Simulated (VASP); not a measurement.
ZrC, 2 atoms in the cell. Symmetry: Fm-3m, No. 225, cubic system. The conventional cell has a = 4.324 Å, b = 4.324 Å, c = 4.324 Å, α = 90.00°, β = 90.00°, γ = 90.00°. Zr (site symmetry m-3m) has 6 C at 2.16 Å within 2.9 Å. Within 2.9 Å of C (site symmetry m-3m) lie 6 Zr at 2.16 Å.  This cell differs from its parent crystal: strain -0.080 along x and y, -0.080 along z.

| Property | Result |
| --- | --- |
| Program | VASP 6.6.1 |
| Task | single point |
| Functional | PBE |
| Potentials or basis | VASP PAW PBE potentials, release 64 (Zr_sv, C) |
| Cutoff | 520 eV |
| k mesh | 18 × 18 × 18 |
| Occupations | gaussian, width 0.15 eV |
| Spin | no spin polarisation |
| Dipole correction | no |
| Further INCAR settings | ALGO = Normal; EDIFF = 1e-06; NBANDS = 15 |

Potentials or basis: VASP PAW PBE potentials, release 64 (Zr_sv, C).

Run with:

```bash
$ cat potpaw_PBE.64/Zr_sv/POTCAR potpaw_PBE.64/C/POTCAR > POTCAR
$ mpirun -np 1 vasp_std > vasp.out
```

Hardware: 1 thread of Intel Xeon 8259CL, with other jobs on the host.

Question: How long does it take, and how much memory?

Answer: It took 60 s on 1 thread of Intel Xeon 8259CL (shared host), peak memory 0.18 GiB. Counts: scf iterations 14, k points 195.
